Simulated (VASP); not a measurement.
# WC (Fm-3m) in VASP: further runs, part 2 of 2

VASP 6.6.1. Earlier steps stand in the parts before.

**4. Single point, r2SCAN**

This run uses another cell than the first one, of 10.33 Å³/atom, 0.980 times its volume.

POSCAR

```
WC
1.0
    0.0000000000      2.1779675566      2.1779675566
    2.1779675566      0.0000000000      2.1779675566
    2.1779675566      2.1779675566      0.0000000000
W C
1 1
Direct
    0.0000000000      0.0000000000      0.0000000000
    0.5000000000      0.5000000000      0.5000000000
```

INCAR.step1

```
SYSTEM = WC
PREC     = Accurate       ! precision mode
ENCUT    = 910            ! plane-wave cutoff, eV
ISMEAR   = -1             ! smearing method
SIGMA    = 0.05           ! smearing width, eV
LREAL    = .FALSE.        ! projectors in reciprocal space
LASPH    = .TRUE.         ! aspherical terms in the spheres
NELM     = 120            ! most SCF steps
NBANDS   = 16             ! bands
GGA      = PE             ! functional
ALGO     = Normal         ! electronic algorithm
EDIFF    = 1E-5           ! SCF threshold, eV
LWAVE    = .TRUE.         ! write WAVECAR
LCHARG   = .FALSE.        ! write CHGCAR
GGA_COMPAT= .FALSE.
```

INCAR.step2

```
SYSTEM = WC
PREC     = Accurate       ! precision mode
ENCUT    = 910            ! plane-wave cutoff, eV
EDIFF    = 1E-6           ! SCF threshold, eV
ISMEAR   = -1             ! smearing method
SIGMA    = 0.05           ! smearing width, eV
LREAL    = .FALSE.        ! projectors in reciprocal space
LASPH    = .TRUE.         ! aspherical terms in the spheres
NELM     = 120            ! most SCF steps
ALGO     = Normal         ! electronic algorithm
ISIF     = 2              ! what is computed and relaxed
LWAVE    = .FALSE.        ! write WAVECAR
LCHARG   = .TRUE.         ! write CHGCAR
METAGGA  = R2SCAN         ! meta-GGA
LMIXTAU  = .TRUE.       
LELF     = .TRUE.         ! ELF
LVHAR    = .TRUE.       
NBANDS   = 16             ! bands
ISTART   = 1            
GGA_COMPAT= .FALSE.
```

KPOINTS

```
Automatic mesh
0
G
  10 10 10
  0 0 0
```

Potentials or basis: VASP PAW PBE potentials, release 64 (W_sv, C_h).

Started as:

```console
$ cat potpaw_PBE.64/W_sv/POTCAR potpaw_PBE.64/C_h/POTCAR > POTCAR
$ cp INCAR.step1 INCAR
$ mpirun -np 1 vasp_std > vasp.out
$ cp INCAR.step2 INCAR
$ mpirun -np 1 vasp_std > vasp.out
```

OUTCAR:

```text
SYSTEM = WC
   PREC = Accurate
   ENCUT = 910
   EDIFF = 1E-6
   ISMEAR = -1
   LREAL = .FALSE.
   LASPH = .TRUE.
   NELM = 120
   ISIF = 2
   METAGGA = R2SCAN
   ISTART = 1

 ion  position               nearest neighbor table
   1  0.000  0.000  0.000-   2 2.18   2 2.18   2 2.18   2 2.18   2 2.18   2 2.18
   2  0.500  0.500  0.500-   1 2.18   1 2.18   1 2.18   1 2.18   1 2.18   1 2.18

  LATTYP: Found a face centered cubic cell.
 ALAT       =     4.3559351132

  Lattice vectors:

 A1 = (   0.0000000000,   2.1779675566,   2.1779675566)
 A2 = (   2.1779675566,   0.0000000000,   2.1779675566)
 A3 = (   2.1779675566,   2.1779675566,   0.0000000000)

Analysis of symmetry for initial positions (statically):
=====================================================================
 Subroutine PRICEL returns:
 Original cell was already a primitive cell.

 Routine SETGRP: Setting up the symmetry group for a
 face centered cubic supercell.

 Subroutine GETGRP returns: Found 48 space group operations
 (whereof 48 operations were pure point group operations)
 out of a pool of 48 trial point group operations.

The static configuration has the point symmetry O_h .

Analysis of symmetry for dynamics (positions and initial velocities):
=====================================================================
 Subroutine PRICEL returns:
 Original cell was already a primitive cell.

 Routine SETGRP: Setting up the symmetry group for a
 face centered cubic supercell.

 Subroutine GETGRP returns: Found 48 space group operations
 (whereof 48 operations were pure point group operations)
 out of a pool of 48 trial point group operations.

The dynamic configuration has the point symmetry O_h .

 Subroutine INISYM returns: Found 48 space group operations
 (whereof 48 operations are pure point group operations),
 and found     1 'primitive' translations

----------------------------------------------------------------------------------------

                                     Primitive cell

  volume of cell :      20.6626

[... 102 lines left out ...]
   EFERMI =   0.00;   METHOD = LEGACY
   ISMEAR =    -1;   SIGMA  =   0.05  broadening in eV -4-tet -1-fermi 0-gaus
   EFERMI_NEDOS =   21; number of points for ismear=-14 and -15
   IALGO  =     38    algorithm
   IMIX   =      4    mixing-type and parameters
     AMIX     =   0.40;   BMIX     =  1.00
     AMIX_MAG =   1.60;   BMIX_MAG =  1.00
  volume/ion in A,a.u.               =      10.33        69.72
  Fermi-wavevector in a.u.,A,eV,Ry     =   1.563523  2.954630 33.260857  2.444604
  Thomas-Fermi vector in A             =   2.666282
   LORBIT       =      0    0 simple, 1 ext, 2 COOP (PROOUT), +10 PAW based schemes
   METAGGA = R2SCAN    functional components
   LHFCALC =     F    Hartree Fock is set to
   AEXX    =    0.0000 exact exchange contribution
   IVDW    =     0    specifies the selected vdW correction
   LEPSILON=     F    determine dielectric tensor
   LRPA    =     F    only Hartree local field effects (RPA)
 non-spin polarized calculation
  energy-cutoff  :      910.00
  volume of cell :       20.66
 maximum number of plane-waves:      1308
   NGX = 15   NGY = 15   NGZ = 15

 number of electron      18.0000001 magnetization

 Free energy of the ion-electron system (eV)
  ---------------------------------------------------
  ext. energy  EPLUGINS =         0.00000000
  ---------------------------------------------------
  free energy    TOTEN  =       -60.65153561 eV

  energy without entropy =      -60.64573088  energy(sigma->0) =      -60.64863324

 E-fermi :  13.1107     XC(G=0): -14.9852

 val. band max:       12.9988516381   @ k =   0.3000   0.2000   0.1000
 cond. band min:      13.1272942504   @ k =  -0.1000   0.1000   0.0000
 fundamental gap:      0.1284426123
 Fermi energy:        13.1106752585

 k-point     1 :       0.0000    0.0000    0.0000
  band No.  band energies     occupation
      1     -64.3936      2.00000
      2     -27.7264      2.00000
      3     -27.7264      2.00000
      4     -27.7264      2.00000
      5      -3.8447      2.00000
      6      10.1311      2.00000
[... 433 lines left out ...]
      3     -27.9279      2.00000
      4     -27.9076      2.00000
      5      -1.3524      2.00000
      6       5.5244      2.00000
[... 8 lines left out ...]
     15      25.7998      0.00000
     16      29.4752      0.00000

 [... further k-points ...]
[... 5 lines left out ...]
  --------------------------------------------------------------------------------------
  -------------------------------------------------------------------------------------
  Total        0.4856427      0.4856427      0.4856427      0.0000000      0.0000000      0.0000000
  in kB       37.6567856     37.6567856     37.6567856      0.0000000      0.0000000      0.0000000
  external PRESSURE =      37.6567856 kB  Pullay stress =       0.0000000 kB

 VOLUME and BASIS-vectors are now :
 -----------------------------------------------------------------------------
  energy-cutoff  :      910.00
  volume of cell :       20.66
      direct lattice vectors                 reciprocal lattice vectors
     0.000000000  2.177967557  2.177967557    -0.229571831  0.229571831  0.229571831
     2.177967557  0.000000000  2.177967557     0.229571831 -0.229571831  0.229571831
     2.177967557  2.177967557  0.000000000     0.229571831  0.229571831 -0.229571831

 POSITION                                       TOTAL-FORCE (eV/Angst)
 -----------------------------------------------------------------------------------
      0.00000      0.00000      0.00000        -0.000000     -0.000000     -0.000000
      2.17797      2.17797      2.17797         0.000000      0.000000      0.000000
 -----------------------------------------------------------------------------------
    total drift:                               -0.000000      0.000000      0.000000

  FREE ENERGIE OF THE ION-ELECTRON SYSTEM (eV)
  ---------------------------------------------------
  free  energy   TOTEN  =       -60.6515356124 eV

  energy  without entropy=      -60.6457308750  energy(sigma->0) =      -60.64863324
```

OUTCAR.step1:

```text
SYSTEM = WC
   PREC = Accurate
   ENCUT = 910
   ISMEAR = -1
   LREAL = .FALSE.
   LASPH = .TRUE.
[... 676 lines left out ...]
      0.00000      0.00000      0.00000         0.000000      0.000000     -0.000000
      2.17797      2.17797      2.17797        -0.000000     -0.000000      0.000000
 -----------------------------------------------------------------------------------
    total drift:                               -0.000000      0.000000      0.000000

  FREE ENERGIE OF THE ION-ELECTRON SYSTEM (eV)
  ---------------------------------------------------
  free  energy   TOTEN  =       -21.5701977502 eV

  energy  without entropy=      -21.5638338059  energy(sigma->0) =      -21.56701578
```

OSZICAR.step1:

```text
N       E                     dE             d eps       ncg     rms          rms(c)
DAV:   1     0.147995797769E+03    0.14800E+03   -0.12966E+04  1504   0.186E+03
DAV:   2    -0.195804728296E+02   -0.16758E+03   -0.16129E+03  1848   0.434E+02
DAV:   3    -0.250146153789E+02   -0.54341E+01   -0.53956E+01  1632   0.681E+01
DAV:   4    -0.250513875932E+02   -0.36772E-01   -0.36768E-01  1912   0.627E+00
DAV:   5    -0.250516222089E+02   -0.23462E-03   -0.23462E-03  1672   0.498E-01    0.320E+01
DAV:   6    -0.216631993735E+02    0.33884E+01   -0.84319E+00  2080   0.277E+01    0.828E+00
DAV:   7    -0.215970203450E+02    0.66179E-01   -0.49993E-01  1520   0.588E+00    0.652E+00
DAV:   8    -0.215720407647E+02    0.24980E-01   -0.77219E-02  1752   0.256E+00    0.141E+00
DAV:   9    -0.215702373919E+02    0.18034E-02   -0.31826E-03  1608   0.529E-01    0.913E-02
DAV:  10    -0.215701943064E+02    0.43085E-04   -0.39133E-04  1848   0.219E-01    0.329E-02
DAV:  11    -0.215701977502E+02   -0.34439E-05   -0.10666E-05  1248   0.334E-02
   1 F= -.21570198E+02 E0= -.21567016E+02  d E =-.636394E-02
```

Run time: 65 s. Hardware: 1 thread of Intel Xeon 6975P-C (Granite Rapids), shared host; peak memory 0.2 GiB.

What came out:

* Free energy: -60.6515 eV
* Pressure: 3.8 GPa
* Band gap on the k mesh: zero (band 9 reaches 14.19 eV, above the bottom of band 10 at 10.77 eV)

Caveat: the cutoff is under 1.25 times the usual one of these potentials, so pressure, stress and relaxed cells hold a basis-set (Pulay) error; the PAW data sets were made with another functional, which shifts forces and pressure a little; spin-orbit coupling is left out, which moves the levels of the heavy elements.

**5. Single point, LDA**

This run uses another cell than the first one, of 9.91 Å³/atom, 0.940 times its volume.

INCAR

```
SYSTEM = WC
ALGO = Normal
EDIFF = 1E-6
ENCUT = 910
GGA_COMPAT = .FALSE.
ISIF = 2
ISMEAR = -1
LASPH = .TRUE.
LCHARG = .TRUE.
LELF = .TRUE.
LREAL = .FALSE.
LVHAR = .TRUE.
LWAVE = .FALSE.
NBANDS = 16
NELM = 120
PREC = Accurate
SIGMA = 0.05
```

KPOINTS

```
k-points
0
G
  10 10 10
  0 0 0
```

POSCAR

```
WC
1.0
    0.0000000000      2.1479227872      2.1479227872
    2.1479227872      0.0000000000      2.1479227872
    2.1479227872      2.1479227872      0.0000000000
W C
1 1
Direct
    0.0000000000      0.0000000000      0.0000000000
    0.5000000000      0.5000000000      0.5000000000
```

Potentials or basis: VASP PAW LDA potentials, release 64 (W_sv, C_h).

Started as:

```console
$ cat potpaw_LDA.64/W_sv/POTCAR potpaw_LDA.64/C_h/POTCAR > POTCAR
$ mpirun -np 1 vasp_std > vasp.out
```

Run time: 16 s. Hardware: 1 thread of Intel Xeon 6975P-C (Granite Rapids), shared host; peak memory 0.17 GiB.

It converged, with:

```yaml
Free_energy: -23.8190 eV
Pressure: 10.1 GPa
Band_gap_on_the_k_mesh: zero (band 9 reaches 14.75 eV, above the bottom of band 10 at 11.27 eV)
```

Levels at points of the mesh, in eV from the Fermi level:
```
           k point  band 6  band 7  band 8  band 9  band 10  band 11  band 12  band 13
(0.00, 0.00, 0.00)   -3.04   -3.04   -3.04   -1.20    -1.20    -1.20    -1.08    -1.08
(0.50, 0.00, 0.00)  -10.33   -7.06   -7.06    1.11     1.11     2.53     5.08     9.39
(0.50, 0.50, 0.00)   -6.30   -5.67   -2.59   -2.59     0.91     2.46     2.46     6.04
```

Caveat: the cutoff is under 1.25 times the usual one of these potentials, so pressure, stress and relaxed cells hold a basis-set (Pulay) error; spin-orbit coupling is left out, which moves the levels of the heavy elements.

**6. Single point, LDA+U**

INCAR

```
SYSTEM = WC
PREC     = Accurate       ! precision mode
ENCUT    = 910            ! plane-wave cutoff, eV
EDIFF    = 1E-6           ! SCF threshold, eV
ISMEAR   = -1             ! smearing method
SIGMA    = 0.05           ! smearing width, eV
LREAL    = .False.        ! projectors in reciprocal space
LASPH    = .True.         ! aspherical terms in the spheres
NELM     = 200            ! most SCF steps
ALGO     = Normal         ! electronic algorithm
ISIF     = 2              ! what is computed and relaxed
LWAVE    = .False.        ! write WAVECAR
LCHARG   = .False.        ! write CHGCAR
LMAXMIX  = 4              ! l up to which the mixer works
LDAU     = .True.         ! DFT+U
LDAUTYPE = 2            
LDAUL    = 2 -1           ! shell
LDAUU    = 3 0            ! U, eV
LDAUJ    = 0 0          
LDAUPRINT= 1            
NBANDS   = 16             ! bands
GGA_COMPAT= .False.
```

KPOINTS

```
regular mesh
0
Gamma
  10 10 10
  0 0 0
```

POSCAR

```
WC
1.0
    0.0000000000      2.1926840000      2.1926840000
    2.1926840000      0.0000000000      2.1926840000
    2.1926840000      2.1926840000      0.0000000000
W C
1 1
Direct
    0.0000000000      0.0000000000      0.0000000000
    0.5000000000      0.5000000000      0.5000000000
```

Potentials or basis: VASP PAW LDA potentials, release 64 (W_sv, C_h).

Started as:

```console
$ cat potpaw_LDA.64/W_sv/POTCAR potpaw_LDA.64/C_h/POTCAR > POTCAR
$ mpirun -np 1 vasp_std > vasp.out
```

Wall time 12 s (1 thread of Intel Xeon 6975P-C (Granite Rapids), shared host); peak memory 0.18 GiB.

It converged, with:

| Item | Value |
| --- | --- |
| Free energy | -20.4122 eV |
| Pressure | -8.8 GPa |
| Band gap on the k mesh | zero (band 9 reaches 13.94 eV, above the bottom of band 10 at 10.73 eV) |

Levels at points of the mesh, in eV from the Fermi level:
| k point | band 5 | band 6 | band 7 | band 8 | band 9 | band 10 | band 11 | band 12 | band 13 | band 14 |
| --- | --- | --- | --- | --- | --- | --- | --- | --- | --- | --- |
| (0.00, 0.00, 0.00) | -15.86 | -2.77 | -2.77 | -2.77 | -1.21 | -1.21 | -1.21 | -0.98 | -0.98 | 6.44 |
| (0.50, 0.00, 0.00) | -11.15 | -9.92 | -6.62 | -6.62 | 1.04 | 1.04 | 2.25 | 4.75 | 8.68 | 8.68 |
| (0.50, 0.50, 0.00) | -13.51 | -5.80 | -5.74 | -2.64 | -2.64 | 0.84 | 2.27 | 2.27 | 5.27 | 7.19 |

Eigenvalues of the final occupation matrices:
| site | spin | trace | eigenvalues |
| --- | --- | --- | --- |
| site 1 d | 1 | 1.70 | 0.34 0.34 0.34 0.35 0.35 |
| site 1 d | 2 | 1.70 | 0.34 0.34 0.34 0.35 0.35 |

Caveat: the cutoff is under 1.25 times the usual one of these potentials, so pressure, stress and relaxed cells hold a basis-set (Pulay) error; spin-orbit coupling is left out, which moves the levels of the heavy elements; U without spin polarisation on a metal has little footing; the U is typed as a test and isn't derived for this compound.

**7. Summary**

| level | potentials or basis | spin | U | cell | k mesh | cutoff (eV) | second run | gap on the mesh (eV) | pressure (GPa) |
| --- | --- | --- | --- | --- | --- | --- | --- | --- | --- |
| PBEsol | VASP PAW PBE potentials, release 64 (W_sv, C) | non-collinear, zero start, SOC | - | a = 3.101 Å, angles 60.0°, 2 atoms | 8 × 8 × 8 | 600 | - | - | -8.0 |
| PBEsol+U | VASP PAW PBE potentials, release 64 (W_sv, C_h) | off | W d U = 3.0 eV | a = 3.073 Å, angles 60.0°, 2 atoms | 10 × 10 × 10 | 910 | hard_potentials | none | 6.4 |
| r2SCAN | VASP PAW PBE potentials, release 64 (W_sv, C_h) | off | - | a = 3.080 Å, angles 60.0°, 2 atoms | 10 × 10 × 10 | 910 | hard_potentials | none | 3.8 |
| LDA | VASP PAW LDA potentials, release 64 (W_sv, C_h) | off | - | a = 3.038 Å, angles 60.0°, 2 atoms | 10 × 10 × 10 | 910 | hard_potentials | none | 10.1 |
| LDA+U | VASP PAW LDA potentials, release 64 (W_sv, C_h) | off | W d U = 3.0 eV | a = 3.101 Å, angles 60.0°, 2 atoms | 10 × 10 × 10 | 910 | hard_potentials | none | -8.8 |

Alike in all rows: task single point; smearing fermi-dirac 0.05 eV.

Caveats: the cutoff is under 1.25 times the usual one of these potentials, so pressure, stress and relaxed cells hold a basis-set (Pulay) error (some runs); spin-orbit coupling is left out, which moves the levels of the heavy elements (some runs); the PAW data sets were made with another functional, which shifts forces and pressure a little (some runs); U without spin polarisation on a metal has little footing (some runs); the U is typed as a test and isn't derived for this compound (some runs).

Absolute energies hang on the potentials; compare differences alone.
